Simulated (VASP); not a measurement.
# Cu (I4/mmm) in VASP: notebook

The runs below take Cu through single point, with PBE.

All numbers are computed with VASP 6.6.1; they aren't measurements. Logs are shortened: lines on timing, memory, paths and dates and some standing lists are left out, and cuts for length are marked.

**1. The cell of the first run**

It takes space group I4/mmm (No. 139, tetragonal). The conventional cell has a = 2.996 Å, b = 2.996 Å, c = 2.626 Å, α = 90.00°, β = 90.00°, γ = 90.00°. Cu (site symmetry 4/mmm) has 14 Cu at 2.49 to 3.00 Å within 3.3 Å.

**2. Single point, PBE**

File INCAR:

```
  ALGO = Fast
  EDIFF = 1E-7
  ENCUT = 520
  GGA = PE
  ISIF = 2
  ISMEAR = 0
  LASPH = T
  LCHARG = T
  LELF = T
  LREAL = F
  LVHAR = T
  LWAVE = F
  NBANDS = 12
  NELM = 80
  PREC = Accurate
  SIGMA = 0.15
```

File KPOINTS:

```
k-points
0
Gamma
  22 22 22
```

File POSCAR:

```
Cu
1.0
   -1.4978000000      1.4978000000      1.3129000000
    1.4978000000     -1.4978000000      1.3129000000
    1.4978000000      1.4978000000     -1.3129000000
Cu
1
Direct
    0.0000000000      0.0000000000      0.0000000000
```

Potentials or basis: VASP PAW PBE potentials, release 64 (Cu).

Launch:

```console
> cat potpaw_PBE.64/Cu/POTCAR > POTCAR
> mpirun -np 1 vasp_std > vasp.out
```

OUTCAR:

```text
EDIFF = 1E-7
   ENCUT = 520
   GGA = PE
   ISIF = 2
   ISMEAR = 0
   LASPH = T
   LREAL = F
   NELM = 80
   PREC = Accurate

 ion  position               nearest neighbor table
   1  0.000  0.000  0.000-

  LATTYP: Found a body centered tetragonal cell.
 ALAT       =     2.9956000000
 C/A-ratio  =     0.8765522767

  Lattice vectors:

 A1 = (  -1.4978000000,   1.4978000000,   1.3129000000)
 A2 = (   1.4978000000,  -1.4978000000,   1.3129000000)
 A3 = (   1.4978000000,   1.4978000000,  -1.3129000000)

Analysis of symmetry for initial positions (statically):
=====================================================================
 Subroutine PRICEL returns:
 Original cell was already a primitive cell.

 Routine SETGRP: Setting up the symmetry group for a
 body centered tetragonal supercell.

 Subroutine GETGRP returns: Found 16 space group operations
 (whereof 16 operations were pure point group operations)
 out of a pool of 16 trial point group operations.

The static configuration has the point symmetry D_4h.

Analysis of symmetry for dynamics (positions and initial velocities):
=====================================================================
 Subroutine PRICEL returns:
 Original cell was already a primitive cell.

 Routine SETGRP: Setting up the symmetry group for a
 body centered tetragonal supercell.

 Subroutine GETGRP returns: Found 16 space group operations
 (whereof 16 operations were pure point group operations)
 out of a pool of 16 trial point group operations.

The dynamic configuration has the point symmetry D_4h.

 Subroutine INISYM returns: Found 16 space group operations
 (whereof 16 operations are pure point group operations),
 and found     1 'primitive' translations

----------------------------------------------------------------------------------------

                                     Primitive cell

  volume of cell :      11.7815

  direct lattice vectors                    reciprocal lattice vectors
    -1.497800000  1.497800000  1.312900000     0.000000000  0.333822940  0.380836317
     1.497800000 -1.497800000  1.312900000     0.333822940  0.000000000  0.380836317
     1.497800000  1.497800000 -1.312900000     0.333822940  0.333822940  0.000000000

  length of vectors
     2.492090707  2.492090707  2.492090707     0.506432676  0.506432676  0.472096930

  position of ions in fractional coordinates (direct lattice)
     0.000000000  0.000000000  0.000000000

  ion indices of the primitive-cell ions
   primitive index   ion index
                 1           1

----------------------------------------------------------------------------------------

 KPOINTS: k-points

Automatic generation of k-mesh.
 Grid dimensions read from file:
 generate k-points for:   22   22   22

 Generating k-lattice:

  Cartesian coordinates                     Fractional coordinates (reciprocal lattice)
     0.000000000  0.015173770  0.017310742     0.045454545 -0.000000000  0.000000000
     0.015173770  0.000000000  0.017310742    -0.000000000  0.045454545  0.000000000
     0.015173770  0.015173770  0.000000000     0.000000000  0.000000000  0.045454545

  Length of vectors
     0.023019667  0.023019667  0.021458951

  Shift w.r.t. Gamma in fractional coordinates (k-lattice)
     0.000000000  0.000000000  0.000000000

 Subroutine IBZKPT returns following result:
 ===========================================

 Found    834 irreducible k-points:

 Following reciprocal coordinates:
            Coordinates               Weight
  0.000000  0.000000  0.000000      1.000000
  0.045455 -0.000000  0.000000      8.000000
  0.090909 -0.000000  0.000000      8.000000
  0.136364 -0.000000  0.000000      8.000000
  0.181818 -0.000000  0.000000      8.000000
  0.227273 -0.000000  0.000000      8.000000
[... 16 lines left out ...]
  0.500000  0.045455  0.000000     16.000000
 -0.454545  0.045455 -0.000000     16.000000
 [... further k-points ...]
   k-points           NKPTS =    834   k-points in BZ     NKDIM =    834   number of bands    NBANDS=     12
   number of dos      NEDOS =    301   number of ions     NIONS =      1
   total plane-waves  NPLWV =   8000
   dimension x,y,z NGX =    20 NGY =   20 NGZ =   20
   dimension x,y,z NGXF=    40 NGYF=   40 NGZF=   40
   ions per type =               1
   NGX,Y,Z   is equivalent  to a cutoff of  13.34, 13.34, 13.34 a.u.
   NGXF,Y,Z  is equivalent  to a cutoff of  26.68, 26.68, 26.68 a.u.
 SYSTEM =  unknown system
   PREC   = accura    normal or accurate (medium, high low for compatibility)
   ISTART =      0    job   : 0-new  1-cont  2-samecut
   ICHARG =      2    charge: 1-file 2-atom 10-const
   ISPIN  =      1    spin polarized calculation?
   LNONCOLLINEAR =      F non collinear calculations
   LSORBIT =      F    spin-orbit coupling
   LASPH  =      T    aspherical Exc in radial PAW
   ENCUT  =  520.0 eV  38.22 Ry    6.18 a.u.   4.63  4.63  4.63*2*pi/ulx,y,z
   NELM   =     80;   NELMIN=  2; NELMDL= -5     # of ELM steps
   EDIFF  = 0.1E-06   stopping-criterion for ELM
   LREAL  =      F    real-space projection
   EDIFFG = 0.1E-05   stopping-criterion for IOM
   NSW    =      0    number of steps for IOM
   IBRION =     -1    ionic relax: 0-MD 1-quasi-New 2-CG
   NFREE  =      0    steps in history (QN), initial steepest desc. (CG)
   ISIF   =      2    stress and relaxation
   ISYM   =      2    0-nonsym 1-usesym 2-fastsym
   POTIM  = 0.5000    time-step for ionic-motion
   TEBEG  =    0.0;   TEEND  =   0.0 temperature during run
   PSTRESS=    0.0 pullay stress
   NELECT =      11.0000    total number of electrons
   NUPDOWN=      -1.0000    fix difference up-down
   EMIN   =  10.00;   EMAX   =-10.00  energy-range for DOS
   EFERMI =   0.00;   METHOD = LEGACY
   ISMEAR =     0;   SIGMA  =   0.15  broadening in eV -4-tet -1-fermi 0-gaus
   EFERMI_NEDOS =   21; number of points for ismear=-14 and -15
   IALGO  =     68    algorithm
   IMIX   =      4    mixing-type and parameters
     AMIX     =   0.40;   BMIX     =  1.00
     AMIX_MAG =   1.60;   BMIX_MAG =  1.00
  volume/ion in A,a.u.               =      11.78        79.51
  Fermi-wavevector in a.u.,A,eV,Ry     =   1.600071  3.023696 34.834012  2.560228
  Thomas-Fermi vector in A             =   2.697265
   LORBIT       =      0    0 simple, 1 ext, 2 COOP (PROOUT), +10 PAW based schemes
   GGA     = PE    functional components
   LHFCALC =     F    Hartree Fock is set to
   AEXX    =    0.0000 exact exchange contribution
   IVDW    =     0    specifies the selected vdW correction
   LEPSILON=     F    determine dielectric tensor
   LRPA    =     F    only Hartree local field effects (RPA)
 non-spin polarized calculation
 RMM-DIIS sequential band-by-band and
 Gauss-broadening in eV      SIGMA  =   0.15
  energy-cutoff  :      520.00
  volume of cell :       11.78
 maximum number of plane-waves:       333
   NGX =  9   NGY =  9   NGZ =  9

 number of electron      10.9999999 magnetization

 Free energy of the ion-electron system (eV)
  ---------------------------------------------------
  ext. energy  EPLUGINS =         0.00000000
  ---------------------------------------------------
  free energy    TOTEN  =        -3.68708219 eV

  energy without entropy =       -3.68242289  energy(sigma->0) =       -3.68475254

 E-fermi :   7.6349     XC(G=0): -12.7384

 val. band max:        7.6296539854   @ k =   0.5000   0.1364   0.0909
 cond. band min:       7.6349612913   @ k =  -0.1818   0.4091   0.1818
 fundamental gap:      0.0053073059
 Fermi energy:         7.6349340304

 k-point     1 :       0.0000    0.0000    0.0000
  band No.  band energies     occupation
      1      -1.7487      2.00000
      2       4.1870      2.00000
      3       4.7333      2.00000
      4       4.7333      2.00000
      5       5.1385      2.00000
      6       5.7294      2.00000
      7      30.8293      0.00000
      8      30.8293      0.00000
      9      34.6330      0.00000
     10      35.0488      0.00000
     11      35.2271      0.00000
     12      36.3457      0.00000

 k-point     2 :       0.0455   -0.0000    0.0000
  band No.  band energies     occupation
      1      -1.6643      2.00000
      2       4.1988      2.00000
      3       4.7274      2.00000
      4       4.7339      2.00000
      5       5.1463      2.00000
      6       5.7158      2.00000
      7      30.5330      0.00000
      8      30.5419      0.00000
      9      33.9399      0.00000
     10      34.6529      0.00000
     11      35.2712      0.00000
     12      35.6646      0.00000

 k-point     3 :       0.0909   -0.0000    0.0000
  band No.  band energies     occupation
      1      -1.4131      2.00000
      2       4.2205      2.00000
      3       4.7052      2.00000
      4       4.7497      2.00000
      5       5.1738      2.00000
      6       5.6789      2.00000
      7      29.7377      0.00000
      8      29.8871      0.00000
      9      31.6144      0.00000
     10      33.7463      0.00000
     11      34.7065      0.00000
     12      35.6107      0.00000
[... 286 lines left out ...]
 k-point    23 :       0.5000    0.0455    0.0000
  band No.  band energies     occupation
      1       2.6393      2.00000
      2       3.6246      2.00000
      3       5.4290      2.00000
      4       5.8232      2.00000
      5       6.1016      2.00000
      6       7.5159      1.73808
      7      12.7998      0.00000
      8      23.2623      0.00000
      9      24.1860      0.00000
     10      28.6361      0.00000
     11      31.5242      0.00000
     12      40.1334      0.00000

 k-point    24 :      -0.4545    0.0455   -0.0000
  band No.  band energies     occupation
      1       2.5814      2.00000
      2       3.6596      2.00000
      3       5.4463      2.00000
      4       5.7073      2.00000
      5       5.9742      2.00000
      6       6.8113      2.00000
      7      14.0160      0.00000
      8      23.3240      0.00000
      9      24.4677      0.00000
     10      28.7681      0.00000
     11      31.6729      0.00000
     12      40.5339      0.00000

 [... further k-points ...]

------------------------ aborting loop because EDIFF is reached ----------------------------------------

  FORCE on cell =-STRESS in cart. coord.  units (eV):
  Direction    XX          YY          ZZ          XY          YZ          ZX
  --------------------------------------------------------------------------------------
  -------------------------------------------------------------------------------------
  Total        0.2447664      0.2447664      0.4061911      0.0000000     -0.0000000      0.0000000
  in kB       33.2861193     33.2861193     55.2384831      0.0000000     -0.0000000      0.0000000
  external PRESSURE =      40.6035739 kB  Pullay stress =       0.0000000 kB

 VOLUME and BASIS-vectors are now :
 -----------------------------------------------------------------------------
  energy-cutoff  :      520.00
  volume of cell :       11.78
      direct lattice vectors                 reciprocal lattice vectors
    -1.497800000  1.497800000  1.312900000     0.000000000  0.333822940  0.380836317
     1.497800000 -1.497800000  1.312900000     0.333822940  0.000000000  0.380836317
     1.497800000  1.497800000 -1.312900000     0.333822940  0.333822940  0.000000000

 POSITION                                       TOTAL-FORCE (eV/Angst)
 -----------------------------------------------------------------------------------
      0.00000      0.00000      0.00000         0.000000     -0.000000      0.000000
 -----------------------------------------------------------------------------------
    total drift:                                0.000000     -0.000000      0.000000

  FREE ENERGIE OF THE ION-ELECTRON SYSTEM (eV)
  ---------------------------------------------------
  free  energy   TOTEN  =        -3.6870821898 eV

  energy  without entropy=       -3.6824228929  energy(sigma->0) =       -3.68475254
```

Wall time 3.3 min (1 thread of Intel Xeon 8259CL, shared host); peak memory 0.23 GiB.

Results:

```yaml
Free_energy: -3.6871 eV
Pressure: 4.1 GPa
Band_gap_on_the_k_mesh: zero (an odd number of electrons rules out a gap without spin polarisation)
```

Stress tensor (GPa, compression positive):
```
3.33 0.00 0.00
0.00 3.33 0.00
0.00 0.00 5.52
```

Caveat: the cell stands under pressure.

(Continued in part 2 of 2.)
